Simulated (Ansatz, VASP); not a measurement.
Co: VASP beside Ansatz

```
CELL_PARAMETERS angstrom
0.00000 2.53893 2.53893
2.53893 0.00000 2.53893
2.53893 2.53893 0.00000
ATOMIC_POSITIONS crystal
Co 0.12500 0.12500 0.12500
Co 0.87500 0.87500 0.87500
```

Alike in both runs: task single point; functional PBE; k mesh 18 × 18 × 18; occupations fermi-dirac, width 0.05 eV; collinear spin.

```csv
,VASP,Ansatz
version,VASP 6.6.1,Ansatz 0.2.0
potentials or method,"VASP PAW PBE potentials, release 64 (Co), cutoff 520 eV","plane waves (420 eV) with PAW, scalar-relativistic"
valence electrons in the cell,18,34
```

VASP gave:

| Property | Result |
| --- | --- |
| net moment per atom (μB) | 1.72 |
| size of the moment on the site where the two differ most (μB) | 1.72 |

Task: Which values does Ansatz return?

Result: net moment per atom (μB): 1.73; size of the moment on the site where the two differ most (μB): 1.74.

Site moments also hang on the region over which each program counts them. VASP's potentials hold 18 valence electrons a cell and Ansatz's 34, so a difference there can come from the potentials and not from the codes.
